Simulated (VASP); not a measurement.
# CuO in VASP: further runs, part 2 of 2

VASP 6.6.1. Earlier steps stand in the parts before.

## Step 4: Single point, PBEsol

This run uses another cell than the first one, of 10.35 Å³/atom.

INCAR

```
SYSTEM = CuO
ALGO = Normal
EDIFF = 1E-7
ENCUT = 520
GGA = PS
ISIF = 2
ISMEAR = -1
LASPH = .TRUE.
LCHARG = .FALSE.
LREAL = .FALSE.
LWAVE = .FALSE.
NBANDS = 44
NELM = 100
PREC = Accurate
SIGMA = 0.05
```

KPOINTS

```
k-points
0
G
  9 5 5
  0 0 0
```

POSCAR

```
CuO
1.0
   -2.0167092467      2.0116791527     -0.1544969871
    0.4000146352      0.0023003499     -5.0679943687
   -2.0184224989     -6.0373819795     -0.1516716794
Cu O
4 4
Direct
    0.2499979688      0.0000003049      0.2499994591
    0.7499987833      0.0000001930      0.7499993749
    1.0000018040      0.4999998478      0.5000002697
    0.5000026786      0.4999995031      1.0000002289
    0.7499876682      0.7497065151      0.2505031830
    0.2499894190      0.7497065432      0.7505039932
    0.7500104301      0.2502935879      0.2494970300
    0.2500112781      0.2502934850      0.7494964913
```

Potentials or basis: VASP PAW PBE potentials, release 64 (Cu, O).

On the command line:

```bash
cat potpaw_PBE.64/Cu/POTCAR potpaw_PBE.64/O/POTCAR > POTCAR
mpirun -np 1 vasp_std > vasp.out
```

OUTCAR:

```text
SYSTEM = CuO
   EDIFF = 1E-7
   ENCUT = 520
   GGA = PS
   ISIF = 2
   ISMEAR = -1
   LASPH = .TRUE.
   LREAL = .FALSE.
   NELM = 100
   PREC = Accurate

 ion  position               nearest neighbor table
   1  0.250  0.000  0.250-   5 1.91   7 1.91   7 1.91   5 1.91
   2  0.750  0.000  0.750-   6 1.91   8 1.91   8 1.91   6 1.91
   3  0.000  0.500  0.500-   7 1.91   6 1.91   8 1.91   5 1.91
   4  0.500  0.500  0.000-   5 1.91   8 1.91   7 1.91   6 1.91
   5  0.750  0.750  0.251-   4 1.91   3 1.91   1 1.91   1 1.91
   6  0.250  0.750  0.751-   3 1.91   4 1.91   2 1.91   2 1.91
   7  0.750  0.250  0.249-   3 1.91   4 1.91   1 1.91   1 1.91
   8  0.250  0.250  0.749-   4 1.91   3 1.91   2 1.91   2 1.91
[... 11 lines left out ...]
 A1 = (   4.0351317456,   4.0257028268,   0.3061686665)
 A2 = (   2.0167092467,  -2.0116791527,   0.1544969871)
 A3 = (   0.4000146352,   0.0023003499,  -5.0679943687)

Analysis of symmetry for initial positions (statically):
=====================================================================
 Subroutine PRICEL returns following result:

  LATTYP: Found a triclinic cell.
 ALAT       =     2.8526948212
 B/A-ratio  =     1.4107828927
 C/A-ratio  =     2.2746258821
 COS(alpha) =     0.0003466485
 COS(beta)  =     0.4409396855
 COS(gamma) =     0.7050557863

  Lattice vectors:

 A1 = (  -2.0167121920,   2.0116834464,  -0.1544972132)
 A2 = (   0.0008551534,   4.0245327130,  -0.0014127669)
 A3 = (  -3.6342649023,   0.0011345298,  -5.3755760283)

   2 primitive cells build up your supercell.

 Routine SETGRP: Setting up the symmetry group for a
 triclinic supercell.

 Subroutine GETGRP returns: Found  2 space group operations
 (whereof  2 operations were pure point group operations)
 out of a pool of  2 trial point group operations.

The static configuration has the point symmetry S_2 .

[... 147 lines left out ...]
   EFERMI_NEDOS =   21; number of points for ismear=-14 and -15
   IALGO  =     38    algorithm
   IMIX   =      4    mixing-type and parameters
     AMIX     =   0.40;   BMIX     =  1.00
     AMIX_MAG =   1.60;   BMIX_MAG =  1.00
  volume/ion in A,a.u.               =      10.35        69.83
  Fermi-wavevector in a.u.,A,eV,Ry     =   1.533217  2.897360 31.983960  2.350755
  Thomas-Fermi vector in A             =   2.640315
   LORBIT       =      0    0 simple, 1 ext, 2 COOP (PROOUT), +10 PAW based schemes
   GGA     = PS    functional components
   LHFCALC =     F    Hartree Fock is set to
   AEXX    =    0.0000 exact exchange contribution
   IVDW    =     0    specifies the selected vdW correction
   LEPSILON=     F    determine dielectric tensor
   LRPA    =     F    only Hartree local field effects (RPA)
 non-spin polarized calculation
  energy-cutoff  :      520.00
  volume of cell :       82.78
 maximum number of plane-waves:      2246
 NGX is ok and might be reduce to    24
   NGX = 11   NGY = 19   NGZ = 23

 number of electron      67.9999931 magnetization

 Free energy of the ion-electron system (eV)
  ---------------------------------------------------
  ext. energy  EPLUGINS =         0.00000000
  ---------------------------------------------------
  free energy    TOTEN  =       -42.91780171 eV

  energy without entropy =      -42.87987442  energy(sigma->0) =      -42.89883806

 E-fermi :   5.5974     XC(G=0): -11.9810

 val. band max:        5.5904939875   @ k =   0.4444  -0.2000   0.4000
 cond. band min:       5.6025307667   @ k =  -0.2222  -0.4000   0.4000
 fundamental gap:      0.0120367792
 Fermi energy:         5.5974426847

 k-point     1 :       0.0000    0.0000    0.0000
  band No.  band energies     occupation
      1     -14.7254      2.00000
      2     -14.0037      2.00000
      3     -13.2543      2.00000
      4     -13.0492      2.00000
      5      -3.2366      2.00000
      6      -2.1509      2.00000
[... 1117 lines left out ...]
     43      15.7149      0.00000
     44      18.4836      0.00000

 [... further k-points ...]
[... 5 lines left out ...]
  --------------------------------------------------------------------------------------
  -------------------------------------------------------------------------------------
  Total        2.9097580      2.9232844      3.1830421      0.0026669      0.0003845     -0.0140210
  in kB       56.3177159     56.5795175     61.6070693      0.0516179      0.0074418     -0.2713725
  external PRESSURE =      58.1681009 kB  Pullay stress =       0.0000000 kB

 VOLUME and BASIS-vectors are now :
 -----------------------------------------------------------------------------
  energy-cutoff  :      520.00
  volume of cell :       82.78
      direct lattice vectors                 reciprocal lattice vectors
    -2.016709247  2.011679153 -0.154496987    -0.369630088  0.124306548 -0.029118323
     0.400014635  0.002300350 -5.067994369     0.014953861 -0.000072029 -0.196136446
    -2.018422499 -6.037381980 -0.151671679    -0.123156485 -0.124215310 -0.009777070

 POSITION                                       TOTAL-FORCE (eV/Angst)
 -----------------------------------------------------------------------------------
     -1.00878     -1.00643     -0.07654        -0.000000      0.000000      0.000000
     -3.02635     -3.01928     -0.22963        -0.000000     -0.000000     -0.000000
     -0.80921     -3.01754     -2.60983        -0.000000      0.000000     -0.000000
     -0.80835      1.00699     -2.61124        -0.000000     -0.000000     -0.000000
     -1.71823     -0.00192     -3.95337         0.000065     -0.001456     -0.001072
     -1.71910     -4.02646     -3.95196         0.000065     -0.001456     -0.001072
     -1.91602      0.00305     -1.42220        -0.000065      0.001456      0.001072
     -1.91688     -4.02148     -1.42079        -0.000065      0.001456      0.001072
 -----------------------------------------------------------------------------------
    total drift:                               -0.000324      0.004202      0.000538

  FREE ENERGIE OF THE ION-ELECTRON SYSTEM (eV)
  ---------------------------------------------------
  free  energy   TOTEN  =       -42.9178017067 eV

  energy  without entropy=      -42.8798744208  energy(sigma->0) =      -42.89883806
```

OSZICAR:

```text
N       E                     dE             d eps       ncg     rms          rms(c)
DAV:   1     0.800757915676E+03    0.80076E+03   -0.30873E+04 10128   0.245E+03
DAV:   2     0.107544872047E+03   -0.69321E+03   -0.65098E+03 10076   0.531E+02
DAV:   3    -0.425772330273E+02   -0.15012E+03   -0.14143E+03 12196   0.256E+02
DAV:   4    -0.550586745610E+02   -0.12481E+02   -0.12218E+02 14864   0.798E+01
DAV:   5    -0.552433838780E+02   -0.18471E+00   -0.18430E+00 14664   0.125E+01    0.252E+01
DAV:   6    -0.499319355509E+02    0.53114E+01   -0.97135E+01 15236   0.182E+02    0.186E+01
DAV:   7    -0.426125942683E+02    0.73193E+01   -0.22830E+01 12480   0.134E+02    0.396E+00
DAV:   8    -0.430144889296E+02   -0.40189E+00   -0.51796E+00 11916   0.123E+01    0.253E+00
DAV:   9    -0.430286762587E+02   -0.14187E-01   -0.74944E-01 15332   0.217E+01    0.355E+00
DAV:  10    -0.429453044309E+02    0.83372E-01   -0.58171E-01 16492   0.176E+01    0.978E-01
DAV:  11    -0.429230100196E+02    0.22294E-01   -0.39348E-02 16060   0.266E+00    0.678E-01
DAV:  12    -0.429181989918E+02    0.48110E-02   -0.20378E-02 15760   0.168E+00    0.248E-01
DAV:  13    -0.429179135012E+02    0.28549E-03   -0.23355E-03 15784   0.737E-01    0.141E-01
DAV:  14    -0.429177985669E+02    0.11493E-03   -0.10290E-03 16768   0.446E-01    0.254E-02
DAV:  15    -0.429178022012E+02   -0.36342E-05   -0.17548E-04 14032   0.151E-01    0.805E-03
DAV:  16    -0.429178017837E+02    0.41746E-06   -0.48352E-06 16052   0.475E-02    0.228E-03
DAV:  17    -0.429178017067E+02    0.77042E-07   -0.50618E-07 10588   0.111E-02
   1 F= -.42917802E+02 E0= -.42898838E+02  d E =-.379273E-01
```

It took 3.5 min on 1 thread of Intel Xeon 6975P-C (Granite Rapids), shared host; peak memory 0.41 GiB.

What came out:

- Free energy: -42.9178 eV
- Pressure: 5.8 GPa
- Band gap on the k mesh: zero (bands 34 and 35 overlap by 0.81 eV)

Levels at points of the mesh, in eV from the Fermi level:
```tsv
k point	band 32	band 33	band 34	band 35	band 36	band 37
(0.00, 0.00, 0.00)	-1.60	0.25	0.48	0.71	0.72	1.56
```

Caveat: the cell stands under pressure; the PAW data sets were made with another functional, which shifts forces and pressure a little; semilocal functionals often make such compounds metallic where correlation or magnetic order opens a gap, which also shifts bond lengths. With open d or f shells a metallic result of PBEsol can be an artefact of self-interaction; +U or a hybrid may open a gap.

## Step 5: Single point, PBEsol

This run uses another cell than the first one, of 10.53 Å³/atom.

INCAR

```
  ALGO = Normal
  EDIFF = 1E-6
  ENCUT = 520
  GGA = PS
  ISIF = 2
  ISMEAR = -1
  LASPH = True
  LCHARG = False
  LREAL = False
  LWAVE = False
  NBANDS = 44
  NELM = 60
  PREC = Accurate
  SIGMA = 0.05
```

KPOINTS

```
k-points
0
Gamma
  9 5 5
```

POSCAR

```
CuO
1.0
   -2.0356316001      2.0280740521     -0.1582928924
    0.3969685776     -0.0000480302     -5.0701910307
   -2.0369597619     -6.0860396959     -0.1585811073
Cu O
4 4
Direct
    0.2500057399      0.0000003836      0.2500035437
    0.7499993239      0.0000004844      0.7500033973
    1.0000024546      0.4999998271      0.4999987978
    0.4999994342      0.4999997986      0.9999984707
    0.7499194791      0.7497059868      0.2500602272
    0.2499133451      0.7497060938      0.7500602609
    0.7500836207      0.2502936702      0.2499376194
    0.2500766326      0.2502937355      0.7499377130
```

On the command line:

```bash
cat potpaw_PBE.64/Cu/POTCAR potpaw_PBE.64/O/POTCAR > POTCAR
mpirun -np 1 vasp_std > vasp.out
```

Wall time 3.4 min (1 thread of Intel Xeon 6975P-C (Granite Rapids), shared host); peak memory 0.42 GiB.

Results (log left out):

| Item | Value |
| --- | --- |
| Free energy | -42.9584 eV |
| Pressure | 2.8 GPa |
| Band gap on the k mesh | zero (bands 34 and 35 overlap by 0.80 eV) |

Forces on the atoms (eV/Å):
```
Cu   0.000  0.000  0.000
Cu   0.000  0.000  0.000
Cu   0.000  0.000  0.000
Cu   0.000  0.000  0.000
O    0.000  0.000 -0.003
O    0.000  0.000 -0.003
O    0.000  0.000  0.003
O    0.000  0.000  0.003
```

Stress tensor (GPa, compression positive):
```
 2.61  0.02 -0.03
 0.02  2.67  0.00
-0.03  0.00  3.10
```

Levels at points of the mesh, in eV from the Fermi level:
```csv
k point,band 32,band 33,band 34,band 35,band 36,band 37
"(0.00, 0.00, 0.00)",-1.57,0.25,0.48,0.71,0.73,1.51
```

Caveat: the PAW data sets were made with another functional, which shifts forces and pressure a little; semilocal functionals often make such compounds metallic where correlation or magnetic order opens a gap, which also shifts bond lengths. With open d or f shells a metallic result of PBEsol can be an artefact of self-interaction; +U or a hybrid may open a gap.

## Step 6: Overview

```csv
level,cell,gap on the mesh (eV),pressure (GPa)
RPBE,"a = 2.991, b = 5.191, c = 6.684 Å, angles 90.0, 116.5, 90.0°, 8 atoms, atomic positions A",none,0.6
BLYP,"a = 2.995, b = 5.195, c = 6.691 Å, angles 90.0, 116.5, 90.0°, 8 atoms, atomic positions A",none,0.7
PBEsol,"a = 2.853, b = 5.084, c = 6.368 Å, angles 90.1, 116.3, 90.1°, 8 atoms, atomic positions B",none,5.8
PBEsol,"a = 2.878, b = 5.086, c = 6.420 Å, angles 90.0, 116.2, 90.0°, 8 atoms, atomic positions C",none,2.8
```

Alike in all rows: task single point; potentials or basis VASP PAW PBE potentials, release 64 (Cu, O); no spin polarisation; k mesh 9 × 5 × 5; cutoff (eV) 520; smearing fermi-dirac 0.05 eV.

Caveats: the PAW data sets were made with another functional, which shifts forces and pressure a little; semilocal functionals often make such compounds metallic where correlation or magnetic order opens a gap, which also shifts bond lengths; the cell stands under pressure (at least some runs).

Absolute energies hang on the potentials; compare differences alone.
